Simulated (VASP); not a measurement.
# Al4B3P (Im-3m) in VASP: single point with PBE

Aim: the single point of Al4B3P with PBE.

Everything below comes from runs of VASP 6.6.1. Logs are shortened: lines on timing, memory, paths and dates and some standing lists are left out, and cuts for length are marked.

### Step 1. The cell of the first run

Symmetry: Im-3m, No. 229, cubic system. The conventional cell has a = 5.798 Å, b = 5.798 Å, c = 5.798 Å, α = 90.00°, β = 90.00°, γ = 90.00°. Within 3.3 Å of Al (site symmetry -3m) lie 6 B at 2.51 Å and 2 P at 2.51 Å and 6 Al at 2.90 Å. Within 3.3 Å of B (site symmetry 4/mmm) lie 8 Al at 2.51 Å and 4 B at 2.90 Å and 2 P at 2.90 Å. Within 3.3 Å of P (site symmetry m-3m) lie 8 Al at 2.51 Å and 6 B at 2.90 Å.

### Step 2. Single point, PBE

Input file INCAR:

```
SYSTEM = Al4B3P
PREC = Accurate
ENCUT = 500
EDIFF = 1E-6
ISMEAR = 0
SIGMA = 0.2
LREAL = .FALSE.
LASPH = .TRUE.
NELM = 120
ALGO = Normal
ISIF = 2
LWAVE = .FALSE.
LCHARG = .FALSE.
GGA = PE
NBANDS = 23
GGA_COMPAT = .FALSE.
```

Input file KPOINTS:

```
regular mesh
0
G
  4 4 4
  0 0 0
```

Input file POSCAR:

```
Al4B3P
1.0
   -2.8991966978      2.8991966978      2.8991966978
    2.8991966978     -2.8991966978      2.8991966978
    2.8991966978      2.8991966978     -2.8991966978
Al B P
4 3 1
Direct
    0.5000000000      0.5000000000      0.5000000000
    0.0000000000      0.0000000000      0.5000000000
    0.0000000000      0.5000000000      0.0000000000
    0.5000000000      0.0000000000      0.0000000000
    0.0000000000      0.5000000000      0.5000000000
    0.5000000000      0.0000000000      0.5000000000
    0.5000000000      0.5000000000      0.0000000000
    0.0000000000      0.0000000000      0.0000000000
```

Potentials or basis: VASP PAW PBE potentials, release 64 (Al, B, P).

On the command line:

```
> cat potpaw_PBE.64/Al/POTCAR potpaw_PBE.64/B/POTCAR potpaw_PBE.64/P/POTCAR > POTCAR
> mpirun -np 1 vasp_std > vasp.out
```

OUTCAR:

```text
SYSTEM = Al4B3P
   PREC = Accurate
   ENCUT = 500
   EDIFF = 1E-6
   ISMEAR = 0
   LREAL = .FALSE.
   LASPH = .TRUE.
   NELM = 120
   ISIF = 2
   GGA = PE

 ion  position               nearest neighbor table
   1  0.500  0.500  0.500-   5 2.51   6 2.51   7 2.51   8 2.51   7 2.51   6 2.51   5 2.51   8 2.51
                             4 2.90   4 2.90   2 2.90   3 2.90   2 2.90   3 2.90
   2  0.000  0.000  0.500-   5 2.51   6 2.51   7 2.51   8 2.51   8 2.51   5 2.51   6 2.51   7 2.51
                             4 2.90   3 2.90   1 2.90   4 2.90   1 2.90   3 2.90
   3  0.000  0.500  0.000-   5 2.51   6 2.51   7 2.51   8 2.51   5 2.51   8 2.51   7 2.51   6 2.51
                             4 2.90   2 2.90   1 2.90   1 2.90   4 2.90   2 2.90
   4  0.500  0.000  0.000-   5 2.51   6 2.51   7 2.51   8 2.51   6 2.51   7 2.51   8 2.51   5 2.51
                             3 2.90   1 2.90   1 2.90   2 2.90   3 2.90   2 2.90
   5  0.000  0.500  0.500-   1 2.51   2 2.51   3 2.51   4 2.51   3 2.51   2 2.51   1 2.51   4 2.51

   6  0.500  0.000  0.500-   1 2.51   2 2.51   3 2.51   4 2.51   4 2.51   1 2.51   2 2.51   3 2.51

   7  0.500  0.500  0.000-   1 2.51   2 2.51   3 2.51   4 2.51   1 2.51   4 2.51   3 2.51   2 2.51

   8  0.000  0.000  0.000-   1 2.51   2 2.51   3 2.51   4 2.51   2 2.51   3 2.51   4 2.51   1 2.51

  LATTYP: Found a body centered cubic cell.
 ALAT       =     5.7983933956

  Lattice vectors:

 A1 = (  -2.8991966978,   2.8991966978,   2.8991966978)
 A2 = (   2.8991966978,  -2.8991966978,   2.8991966978)
 A3 = (   2.8991966978,   2.8991966978,  -2.8991966978)

Analysis of symmetry for initial positions (statically):
=====================================================================
 Subroutine PRICEL returns:
 Original cell was already a primitive cell.

 Routine SETGRP: Setting up the symmetry group for a
 body centered cubic supercell.

 Subroutine GETGRP returns: Found 48 space group operations
 (whereof 48 operations were pure point group operations)
 out of a pool of 48 trial point group operations.

The static configuration has the point symmetry O_h .

Analysis of symmetry for dynamics (positions and initial velocities):
=====================================================================
 Subroutine PRICEL returns:
 Original cell was already a primitive cell.

 Routine SETGRP: Setting up the symmetry group for a
 body centered cubic supercell.

 Subroutine GETGRP returns: Found 48 space group operations
 (whereof 48 operations were pure point group operations)
 out of a pool of 48 trial point group operations.

The dynamic configuration has the point symmetry O_h .

[... 101 lines left out ...]
   POTIM  = 0.5000    time-step for ionic-motion
   TEBEG  =    0.0;   TEEND  =   0.0 temperature during run
   PSTRESS=    0.0 pullay stress
   NELECT =      26.0000    total number of electrons
   NUPDOWN=      -1.0000    fix difference up-down
   EMIN   =  10.00;   EMAX   =-10.00  energy-range for DOS
   EFERMI =   0.00;   METHOD = LEGACY
   ISMEAR =     0;   SIGMA  =   0.20  broadening in eV -4-tet -1-fermi 0-gaus
   EFERMI_NEDOS =   21; number of points for ismear=-14 and -15
   IALGO  =     38    algorithm
   IMIX   =      4    mixing-type and parameters
     AMIX     =   0.40;   BMIX     =  1.00
     AMIX_MAG =   1.60;   BMIX_MAG =  1.00
  volume/ion in A,a.u.               =      12.18        82.22
  Fermi-wavevector in a.u.,A,eV,Ry     =   1.053824  1.991439 15.109895  1.110546
  Thomas-Fermi vector in A             =   2.188961
   LORBIT       =      0    0 simple, 1 ext, 2 COOP (PROOUT), +10 PAW based schemes
   GGA     = PE    functional components
   LHFCALC =     F    Hartree Fock is set to
   AEXX    =    0.0000 exact exchange contribution
   IVDW    =     0    specifies the selected vdW correction
   LEPSILON=     F    determine dielectric tensor
   LRPA    =     F    only Hartree local field effects (RPA)
 non-spin polarized calculation
 Gauss-broadening in eV      SIGMA  =   0.20
  energy-cutoff  :      500.00
  volume of cell :       97.47
 maximum number of plane-waves:      2491
 NGX is ok and might be reduce to    40
   NGX = 19   NGY = 19   NGZ = 19

 number of electron      26.0000001 magnetization

 Free energy of the ion-electron system (eV)
  ---------------------------------------------------
  ext. energy  EPLUGINS =         0.00000000
  ---------------------------------------------------
  free energy    TOTEN  =       -34.38309426 eV

  energy without entropy =      -34.29419626  energy(sigma->0) =      -34.33864526

 E-fermi :   8.4848     XC(G=0): -11.0105

 val. band max:        8.4814580172   @ k =   0.5000   0.5000   0.5000
 cond. band min:       8.4874066717   @ k =   0.2500   0.0000   0.0000
 fundamental gap:      0.0059486546
 Fermi energy:         8.4847905322

 k-point     1 :       0.0000    0.0000    0.0000
  band No.  band energies     occupation
      1      -5.4919      2.00000
      2       0.1235      2.00000
      3       2.1534      2.00000
      4       2.1534      2.00000
      5       2.1534      2.00000
      6       2.9886      2.00000
[... 197 lines left out ...]
     22      15.7584      0.00000
     23      15.8283      0.00000

------------------------ aborting loop because EDIFF is reached ----------------------------------------

  FORCE on cell =-STRESS in cart. coord.  units (eV):
  Direction    XX          YY          ZZ          XY          YZ          ZX
  --------------------------------------------------------------------------------------
  -------------------------------------------------------------------------------------
  Total       -0.3451714     -0.3451714     -0.3451714      0.0000000      0.0000000     -0.0000000
  in kB       -5.6735166     -5.6735166     -5.6735166      0.0000000      0.0000000     -0.0000000
  external PRESSURE =      -5.6735166 kB  Pullay stress =       0.0000000 kB

 VOLUME and BASIS-vectors are now :
 -----------------------------------------------------------------------------
  energy-cutoff  :      500.00
  volume of cell :       97.47
      direct lattice vectors                 reciprocal lattice vectors
    -2.899196698  2.899196698  2.899196698     0.000000000  0.172461565  0.172461565
     2.899196698 -2.899196698  2.899196698     0.172461565  0.000000000  0.172461565
     2.899196698  2.899196698 -2.899196698     0.172461565  0.172461565  0.000000000

 POSITION                                       TOTAL-FORCE (eV/Angst)
 -----------------------------------------------------------------------------------
      1.44960      1.44960      1.44960         0.000000      0.000000     -0.000000
      1.44960      1.44960     -1.44960         0.000000      0.000000     -0.000000
      1.44960     -1.44960      1.44960        -0.000000      0.000000     -0.000000
     -1.44960      1.44960      1.44960         0.000000      0.000000      0.000000
      2.89920      0.00000      0.00000        -0.000000      0.000000      0.000000
      0.00000      2.89920      0.00000         0.000000     -0.000000      0.000000
      0.00000      0.00000      2.89920        -0.000000     -0.000000     -0.000000
      0.00000      0.00000      0.00000        -0.000000      0.000000      0.000000
 -----------------------------------------------------------------------------------
    total drift:                               -0.000000      0.000000      0.000000

  FREE ENERGIE OF THE ION-ELECTRON SYSTEM (eV)
  ---------------------------------------------------
  free  energy   TOTEN  =       -34.3830942623 eV

  energy  without entropy=      -34.2941962614  energy(sigma->0) =      -34.33864526
```

Wall time 28 s (1 thread of Intel Xeon Platinum 8259CL at 2.50GHz (Skylake/Cascade Lake), shared host); peak memory 0.23 GiB.

Results:

```
Free energy            : -34.3831 eV
Pressure               : -0.6 GPa
Band gap on the k mesh : zero (band 13 reaches 9.56 eV, above the bottom of band 14 at 7.00 eV)
```

Caveat: the k points lie up to 0.38 Å⁻¹ apart.
